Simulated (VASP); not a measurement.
Set up this calculation in VASP 6.6.1, as the native input.

```
Task                   : relaxation of cell and atoms
Functional             : LDA
Potentials or basis    : VASP PAW LDA potentials, release 64 (Ni)
Cutoff                 : 600 eV
k mesh                 : 14 × 14 × 8
Occupations            : fermi-dirac, width 0.1 eV
Spin                   : no spin polarisation
Dipole correction      : no
Further INCAR settings : ALGO = Normal; EDIFF = 1e-07; IBRION = 2; EDIFFG = -0.01; NSW = 80; ISIF = 3
```

The structure of Ni lies in POSCAR:

```
Ni
1.0
    2.4917559660      0.0000000000      0.0000000000
   -1.2458779830      2.1579239666      0.0000000000
    0.0000000000      0.0000000000      4.0690374925
Ni
2
Direct
    0.3333333333      0.6666666667      0.2500000000
    0.6666666667      0.3333333333      0.7500000000
```

This isn't the form of Ni at room conditions, which is fcc.

One way to write it, as run:

INCAR

```
PREC = Accurate
ENCUT = 600
EDIFF = 1E-7
ISMEAR = -1
SIGMA = 0.1
LREAL = False
LASPH = True
NELM = 60
ALGO = Normal
ISIF = 3
LWAVE = False
LCHARG = False
GGA = CA
IBRION = 2
NSW = 80
EDIFFG = -0.01
```

KPOINTS

```
regular mesh
0
Gamma
  14 14 8
```

Potentials or basis: VASP PAW LDA potentials, release 64 (Ni).

Run with:

```bash
$ cat potpaw_LDA.64/Ni/POTCAR > POTCAR
$ mpirun -np 1 vasp_std > vasp.out
```

It gave:

```
Relaxed volume                        : 10.04 Å³/atom
Relaxed cell                          : a = 2.416 Å, b = 2.416 Å, c = 3.972 Å, α = 90.00°, β = 90.00°, γ = 120.00°
Space group after relaxing (to 0.1 Å) : P6_3/mmc (No. 194)
Energy gained by relaxing             : 53.9 meV/atom
Ionic steps                           : 6
Pressure after relaxing               : 0.0 GPa
Band gap on the k mesh                : zero (bands 10 and 11 overlap by 0.61 eV)
```

Caveat: the run has no spin polarisation, though such a crystal can be magnetic.

It took 3.6 min on 1 thread of Intel Xeon 8259CL, on a shared host, peak memory 0.17 GiB.
